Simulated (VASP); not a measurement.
# Sb (Im-3m) in VASP: settings compared

Aim: see how the results for Sb move with the level of theory and the settings. Levels: PBEsol, PBE. Tasks: single point.

Everything below comes from runs of VASP 6.6.1. Logs are shortened: lines on timing, memory, paths and dates and some standing lists are left out, and cuts for length are marked.

## (1) The cell of the first run

It takes space group Im-3m (No. 229, cubic). The conventional cell has a = 3.743 Å, b = 3.743 Å, c = 3.743 Å, α = 90.00°, β = 90.00°, γ = 90.00°. Within 4.3 Å of Sb (site symmetry m-3m) lie 14 Sb at 3.24 to 3.74 Å.

## (2) Single point, PBEsol

File INCAR:

```
PREC     = Accurate       # precision mode
ENCUT    = 520            # plane-wave cutoff, eV
EDIFF    = 1E-6           # SCF threshold, eV
ISMEAR   = -1             # smearing method
SIGMA    = 0.03           # smearing width, eV
LREAL    = False          # projectors in reciprocal space
LASPH    = True           # aspherical terms in the spheres
NELM     = 60             # most SCF steps
ALGO     = Normal         # electronic algorithm
ISIF     = 2              # what is computed and relaxed
LWAVE    = False          # write WAVECAR
LCHARG   = False          # write CHGCAR
GGA      = PS             # functional
NBANDS   = 8              # bands
```

File KPOINTS:

```
Automatic mesh
0
Gamma
  6 6 6
```

File POSCAR:

```
Sb
1.0
   -1.8713408863      1.8713408863      1.8713408863
    1.8713408863     -1.8713408863      1.8713408863
    1.8713408863      1.8713408863     -1.8713408863
Sb
1
Direct
    0.0000000000      0.0000000000      0.0000000000
```

Potentials or basis: VASP PAW PBE potentials, release 64 (Sb).

The run is started by

```bash
cat potpaw_PBE.64/Sb/POTCAR > POTCAR
mpirun -np 1 vasp_std > vasp.out
```

OUTCAR:

```text
PREC = Accurate
   ENCUT = 520
   EDIFF = 1E-6
   ISMEAR = -1
   LREAL = False
   LASPH = True
   NELM = 60
   ISIF = 2
   GGA = PS

 ion  position               nearest neighbor table
   1  0.000  0.000  0.000-

  LATTYP: Found a body centered cubic cell.
 ALAT       =     3.7426817726

  Lattice vectors:

 A1 = (  -1.8713408863,   1.8713408863,   1.8713408863)
 A2 = (   1.8713408863,  -1.8713408863,   1.8713408863)
 A3 = (   1.8713408863,   1.8713408863,  -1.8713408863)

Analysis of symmetry for initial positions (statically):
=====================================================================
 Subroutine PRICEL returns:
 Original cell was already a primitive cell.

 Routine SETGRP: Setting up the symmetry group for a
 body centered cubic supercell.

 Subroutine GETGRP returns: Found 48 space group operations
 (whereof 48 operations were pure point group operations)
 out of a pool of 48 trial point group operations.

The static configuration has the point symmetry O_h .

Analysis of symmetry for dynamics (positions and initial velocities):
=====================================================================
 Subroutine PRICEL returns:
 Original cell was already a primitive cell.

 Routine SETGRP: Setting up the symmetry group for a
 body centered cubic supercell.

 Subroutine GETGRP returns: Found 48 space group operations
 (whereof 48 operations were pure point group operations)
 out of a pool of 48 trial point group operations.

The dynamic configuration has the point symmetry O_h .

 Subroutine INISYM returns: Found 48 space group operations
 (whereof 48 operations are pure point group operations),
 and found     1 'primitive' translations

----------------------------------------------------------------------------------------

                                     Primitive cell

  volume of cell :      26.2131

  direct lattice vectors                    reciprocal lattice vectors
    -1.871340886  1.871340886  1.871340886     0.000000000  0.267188092  0.267188092
     1.871340886 -1.871340886  1.871340886     0.267188092  0.000000000  0.267188092
     1.871340886  1.871340886 -1.871340886     0.267188092  0.267188092  0.000000000

  length of vectors
     3.241257493  3.241257493  3.241257493     0.377861023  0.377861023  0.377861023

  position of ions in fractional coordinates (direct lattice)
     0.000000000  0.000000000  0.000000000

  ion indices of the primitive-cell ions
   primitive index   ion index
                 1           1

----------------------------------------------------------------------------------------

 KPOINTS: Automatic mesh

Automatic generation of k-mesh.
 Grid dimensions read from file:
 generate k-points for:    6    6    6

 Generating k-lattice:

  Cartesian coordinates                     Fractional coordinates (reciprocal lattice)
     0.000000000  0.044531349  0.044531349     0.166666667  0.000000000  0.000000000
     0.044531349  0.000000000  0.044531349     0.000000000  0.166666667  0.000000000
     0.044531349  0.044531349  0.000000000     0.000000000  0.000000000  0.166666667

  Length of vectors
     0.062976837  0.062976837  0.062976837

  Shift w.r.t. Gamma in fractional coordinates (k-lattice)
     0.000000000  0.000000000  0.000000000

 Subroutine IBZKPT returns following result:
 ===========================================

 Found     16 irreducible k-points:

 Following reciprocal coordinates:
            Coordinates               Weight
  0.000000  0.000000  0.000000      1.000000
  0.166667  0.000000  0.000000     12.000000
  0.333333  0.000000  0.000000     12.000000
  0.500000  0.000000  0.000000      6.000000
  0.166667  0.166667  0.000000     24.000000
  0.333333  0.166667  0.000000     48.000000
[... 8 lines left out ...]
  0.500000  0.500000  0.333333     12.000000
  0.500000  0.500000  0.500000      1.000000
   k-points           NKPTS =     16   k-points in BZ     NKDIM =     16   number of bands    NBANDS=      8
   number of dos      NEDOS =    301   number of ions     NIONS =      1
   total plane-waves  NPLWV =  13824
   dimension x,y,z NGX =    24 NGY =   24 NGZ =   24
   dimension x,y,z NGXF=    48 NGYF=   48 NGZF=   48
   ions per type =               1
   NGX,Y,Z   is equivalent  to a cutoff of  12.31, 12.31, 12.31 a.u.
   NGXF,Y,Z  is equivalent  to a cutoff of  24.62, 24.62, 24.62 a.u.
 SYSTEM =  unknown system
   PREC   = accura    normal or accurate (medium, high low for compatibility)
   ISTART =      0    job   : 0-new  1-cont  2-samecut
   ICHARG =      2    charge: 1-file 2-atom 10-const
   ISPIN  =      1    spin polarized calculation?
   LNONCOLLINEAR =      F non collinear calculations
   LSORBIT =      F    spin-orbit coupling
   LASPH  =      T    aspherical Exc in radial PAW
   ENCUT  =  520.0 eV  38.22 Ry    6.18 a.u.   6.03  6.03  6.03*2*pi/ulx,y,z
   NELM   =     60;   NELMIN=  2; NELMDL= -5     # of ELM steps
   EDIFF  = 0.1E-05   stopping-criterion for ELM
   LREAL  =      F    real-space projection
   EDIFFG = 0.1E-04   stopping-criterion for IOM
   NSW    =      0    number of steps for IOM
   IBRION =     -1    ionic relax: 0-MD 1-quasi-New 2-CG
   NFREE  =      0    steps in history (QN), initial steepest desc. (CG)
   ISIF   =      2    stress and relaxation
   ISYM   =      2    0-nonsym 1-usesym 2-fastsym
   POTIM  = 0.5000    time-step for ionic-motion
   TEBEG  =    0.0;   TEEND  =   0.0 temperature during run
   PSTRESS=    0.0 pullay stress
   NELECT =       5.0000    total number of electrons
   NUPDOWN=      -1.0000    fix difference up-down
   EMIN   =  10.00;   EMAX   =-10.00  energy-range for DOS
   EFERMI =   0.00;   METHOD = LEGACY
   ISMEAR =    -1;   SIGMA  =   0.03  broadening in eV -4-tet -1-fermi 0-gaus
   EFERMI_NEDOS =   21; number of points for ismear=-14 and -15
   IALGO  =     38    algorithm
   IMIX   =      4    mixing-type and parameters
     AMIX     =   0.40;   BMIX     =  1.00
     AMIX_MAG =   1.60;   BMIX_MAG =  1.00
  volume/ion in A,a.u.               =      26.21       176.89
  Fermi-wavevector in a.u.,A,eV,Ry     =   0.942378  1.780837 12.083018  0.888077
  Thomas-Fermi vector in A             =   2.069982
   LORBIT       =      0    0 simple, 1 ext, 2 COOP (PROOUT), +10 PAW based schemes
   GGA     = PS    functional components
   LHFCALC =     F    Hartree Fock is set to
   AEXX    =    0.0000 exact exchange contribution
   IVDW    =     0    specifies the selected vdW correction
   LEPSILON=     F    determine dielectric tensor
   LRPA    =     F    only Hartree local field effects (RPA)
 non-spin polarized calculation
  energy-cutoff  :      520.00
  volume of cell :       26.21
 maximum number of plane-waves:       715
   NGX = 13   NGY = 13   NGZ = 13

 number of electron       4.9999999 magnetization

 Free energy of the ion-electron system (eV)
  ---------------------------------------------------
  ext. energy  EPLUGINS =         0.00000000
  ---------------------------------------------------
  free energy    TOTEN  =        -4.32410515 eV

  energy without entropy =       -4.31721422  energy(sigma->0) =       -4.32065968

 E-fermi :   8.1858     XC(G=0): -10.4450

 val. band max:        8.1271007000   @ k =   0.3333   0.1667   0.0000
 cond. band min:       8.2192183974   @ k =   0.5000   0.5000   0.3333
 fundamental gap:      0.0921176974
 Fermi energy:         8.1857535227

 k-point     1 :       0.0000    0.0000    0.0000
  band No.  band energies     occupation
      1      -4.4081      2.00000
      2      14.3592      0.00000
      3      14.3592      0.00000
      4      14.3592      0.00000
      5      19.3662      0.00000
      6      19.3662      0.00000
      7      19.3662      0.00000
      8      20.4805      0.00000

 k-point     2 :       0.1667    0.0000    0.0000
  band No.  band energies     occupation
      1      -3.8126      2.00000
      2      10.8633      0.00000
      3      12.8696      0.00000
      4      13.8533      0.00000
      5      17.2248      0.00000
      6      17.4847      0.00000
      7      19.7145      0.00000
      8      20.6255      0.00000

 k-point     3 :       0.3333    0.0000    0.0000
  band No.  band energies     occupation
      1      -2.0798      2.00000
      2       5.9236      2.00000
      3      11.0813      0.00000
      4      12.9003      0.00000
      5      15.6614      0.00000
      6      16.0982      0.00000
      7      20.7981      0.00000
      8      21.9213      0.00000

 k-point     4 :       0.5000    0.0000    0.0000
  band No.  band energies     occupation
      1      -0.2040      2.00000
      2       2.8901      2.00000
      3      10.4108      0.00000
      4      12.4756      0.00000
      5      15.1637      0.00000
      6      15.6363      0.00000
      7      22.5838      0.00000
      8      24.0248      0.00000

 k-point     5 :       0.1667    0.1667    0.0000
  band No.  band energies     occupation
      1      -2.6430      2.00000
      2       7.9446      1.99935
      3       9.9998      0.00000
      4      12.4265      0.00000
      5      17.0503      0.00000
      6      17.8208      0.00000
      7      20.2526      0.00000
      8      21.4163      0.00000
[... 89 lines left out ...]
 k-point    14 :      -0.3333    0.3333    0.3333
  band No.  band energies     occupation
      1       0.1449      2.00000
      2       7.3097      2.00000
      3       7.8805      1.99992
      4       7.8805      1.99992
      5      12.5813      0.00000
      6      17.0352      0.00000
      7      22.5073      0.00000
      8      22.8355      0.00000

 k-point    15 :       0.5000    0.5000    0.3333
  band No.  band energies     occupation
      1       1.8103      2.00000
      2       5.1472      2.00000
      3       7.2410      2.00000
      4       8.2192      0.49370
      5      13.0205      0.00000
      6      14.0426      0.00000
      7      22.2007      0.00000
      8      23.2432      0.00000

 k-point    16 :       0.5000    0.5000    0.5000
  band No.  band energies     occupation
      1       3.1851      2.00000
      2       6.6029      2.00000
      3       6.6029      2.00000
      4       6.6029      2.00000
      5      11.5556      0.00000
      6      11.5556      0.00000
      7      26.4657      0.00000
      8      26.4660      0.00000

------------------------ aborting loop because EDIFF is reached ----------------------------------------

  FORCE on cell =-STRESS in cart. coord.  units (eV):
  Direction    XX          YY          ZZ          XY          YZ          ZX
  --------------------------------------------------------------------------------------
  -------------------------------------------------------------------------------------
  Total        0.0674427      0.0674427      0.0674427      0.0000000     -0.0000000      0.0000000
  in kB        4.1221785      4.1221785      4.1221785      0.0000000     -0.0000000      0.0000000
  external PRESSURE =       4.1221785 kB  Pullay stress =       0.0000000 kB

 VOLUME and BASIS-vectors are now :
 -----------------------------------------------------------------------------
  energy-cutoff  :      520.00
  volume of cell :       26.21
      direct lattice vectors                 reciprocal lattice vectors
    -1.871340886  1.871340886  1.871340886     0.000000000  0.267188092  0.267188092
     1.871340886 -1.871340886  1.871340886     0.267188092  0.000000000  0.267188092
     1.871340886  1.871340886 -1.871340886     0.267188092  0.267188092  0.000000000

 POSITION                                       TOTAL-FORCE (eV/Angst)
 -----------------------------------------------------------------------------------
      0.00000      0.00000      0.00000         0.000000      0.000000      0.000000
 -----------------------------------------------------------------------------------
    total drift:                               -0.000000      0.000000      0.000000

  FREE ENERGIE OF THE ION-ELECTRON SYSTEM (eV)
  ---------------------------------------------------
  free  energy   TOTEN  =        -4.3241051463 eV

  energy  without entropy=       -4.3172142154  energy(sigma->0) =       -4.32065968
```

It took 7.3 s on 1 thread of AMD EPYC 7R13, shared host; peak memory 0.1 GiB.

What came out:

| Item | Value |
| --- | --- |
| Free energy | -4.3241 eV |
| Pressure | 0.4 GPa |

Caveat: the k points lie up to 0.40 Å⁻¹ apart; the PAW data sets were made with another functional, which shifts forces and pressure a little; spin-orbit coupling is left out, which moves the levels of the heavy elements.

## (3) Single point, PBE (volume scaled by 0.94)

File INCAR:

```
SYSTEM = Sb
PREC = Accurate
ENCUT = 520
EDIFF = 1E-6
ISMEAR = -1
SIGMA = 0.05
LREAL = .False.
LASPH = .True.
NELM = 60
ALGO = Normal
ISIF = 2
LWAVE = .False.
LCHARG = .False.
GGA = PE
NBANDS = 8
```

File KPOINTS:

```
regular mesh
0
Gamma
  10 10 10
  0 0 0
```

File POSCAR:

```
Sb
1.0
   -1.8331395369      1.8331395369      1.8331395369
    1.8331395369     -1.8331395369      1.8331395369
    1.8331395369      1.8331395369     -1.8331395369
Sb
1
Direct
    0.0000000000      0.0000000000      0.0000000000
```

Potentials or basis: VASP PAW PBE potentials, release 64 (Sb).

The run is started by

```bash
cat potpaw_PBE.64/Sb/POTCAR > POTCAR
mpirun -np 1 vasp_std > vasp.out
```

It took 8.4 s on 1 thread of AMD EPYC 7R13, shared host; peak memory 0.11 GiB.

The run converged. Its results:

```yaml
Free_energy: -3.8369 eV
Pressure: 8.1 GPa
```

Levels at points of the mesh, in eV from the Fermi level:
```csv
k point,band 1,band 2,band 3,band 4,band 5,band 6
"(0.00, 0.00, 0.00)",-13.56,6.23,6.23,6.23,10.90,10.90
"(0.50, 0.00, 0.00)",-8.96,-6.16,1.90,4.04,6.75,7.04
"(0.50, 0.50, 0.50)",-5.14,-2.20,-2.20,-2.20,2.78,2.78
```

Caveat: spin-orbit coupling is left out, which moves the levels of the heavy elements.

## (4) Single point, PBE

File INCAR:

```
SYSTEM = Sb
  ALGO = Normal
  EDIFF = 1E-6
  ENCUT = 520
  GGA = PE
  ISIF = 2
  ISMEAR = -1
  LASPH = .TRUE.
  LCHARG = .TRUE.
  LELF = .TRUE.
  LREAL = .FALSE.
  LVHAR = .TRUE.
  LWAVE = .FALSE.
  NBANDS = 8
  NELM = 60
  PREC = Accurate
  SIGMA = 0.05
```

File KPOINTS:

```
k-points
0
G
  10 10 10
  0 0 0
```

File POSCAR:

```
Sb
1.0
   -1.8713408863      1.8713408863      1.8713408863
    1.8713408863     -1.8713408863      1.8713408863
    1.8713408863      1.8713408863     -1.8713408863
Sb
1
Direct
    0.0000000000      0.0000000000      0.0000000000
```

The run is started by

```bash
cat potpaw_PBE.64/Sb/POTCAR > POTCAR
mpirun -np 1 vasp_std > vasp.out
```

Wall time 11 s (1 thread of AMD EPYC 7R13, shared host); peak memory 0.11 GiB.

Results (log left out):

```yaml
Free_energy: -3.8905 eV
Pressure: 3.0 GPa
```

Levels at points of the mesh, in eV from the Fermi level:
```tsv
k point	band 1	band 2	band 3	band 4	band 5	band 6	band 7	band 8
(0.00, 0.00, 0.00)	-13.04	5.71	5.71	5.71	10.66	10.66	10.66	11.83
(0.50, 0.00, 0.00)	-8.84	-5.75	1.76	3.84	6.52	6.96	13.94	15.30
(0.50, 0.50, 0.50)	-5.45	-2.05	-2.05	-2.05	2.92	2.92	17.71	17.71
```

Caveat: spin-orbit coupling is left out, which moves the levels of the heavy elements.

## (5) Single point, PBE (volume scaled by 0.96)

File INCAR:

```
PREC = Accurate ; ENCUT = 520
EDIFF = 1E-7 ; ISMEAR = -1
SIGMA = 0.05 ; LREAL = F
LASPH = T ; NELM = 80
ALGO = Normal ; ISIF = 2
LWAVE = F ; LCHARG = F
GGA = PE ; NBANDS = 8
```

File KPOINTS:

```
regular mesh
0
Gamma
  10 10 10
```

File POSCAR:

```
Sb
1.0
   -1.8460493956      1.8460493956      1.8460493956
    1.8460493956     -1.8460493956      1.8460493956
    1.8460493956      1.8460493956     -1.8460493956
Sb
1
Direct
    0.0000000000      0.0000000000      0.0000000000
```

The run is started by

```bash
cat potpaw_PBE.64/Sb/POTCAR > POTCAR
mpirun -np 1 vasp_std > vasp.out
```

Wall time 13 s (1 thread of AMD EPYC 7R13, shared host); peak memory 0.11 GiB.

Results (log left out):

```
Free energy : -3.8604 eV
Pressure    : 6.3 GPa
```

Levels at points of the mesh, in eV from the Fermi level:
| k point | band 1 | band 2 | band 3 | band 4 | band 5 | band 6 | band 7 | band 8 |
| --- | --- | --- | --- | --- | --- | --- | --- | --- |
| (0.00, 0.00, 0.00) | -13.38 | 6.05 | 6.05 | 6.05 | 10.82 | 10.82 | 10.82 | 11.86 |
| (0.50, 0.00, 0.00) | -8.92 | -6.02 | 1.85 | 3.97 | 6.67 | 7.01 | 14.22 | 15.59 |
| (0.50, 0.50, 0.50) | -5.25 | -2.14 | -2.14 | -2.14 | 2.83 | 2.83 | 17.96 | 17.96 |

Caveat: spin-orbit coupling is left out, which moves the levels of the heavy elements.

## (6) Summary

| level | cell | k mesh | smearing | gap on the mesh (eV) | pressure (GPa) |
| --- | --- | --- | --- | --- | --- |
| PBEsol | a = 3.241 Å, angles 109.5°, 1 atom | 6 × 6 × 6 | fermi-dirac 0.03 eV | none | 0.4 |
| PBE | a = 3.175 Å, angles 109.5°, 1 atom | 10 × 10 × 10 | fermi-dirac 0.05 eV | none | 8.1 |
| PBE | a = 3.241 Å, angles 109.5°, 1 atom | 10 × 10 × 10 | fermi-dirac 0.05 eV | none | 3.0 |
| PBE | a = 3.197 Å, angles 109.5°, 1 atom | 10 × 10 × 10 | fermi-dirac 0.05 eV | none | 6.3 |

Alike in all rows: task single point; potentials or basis VASP PAW PBE potentials, release 64 (Sb); no spin polarisation; cutoff (eV) 520.

Caveats: some runs use coarse meshes; spin-orbit coupling is left out, which moves the levels of the heavy elements; the PAW data sets were made with another functional, which shifts forces and pressure a little (some runs).

Absolute energies hang on the potentials; compare differences alone.
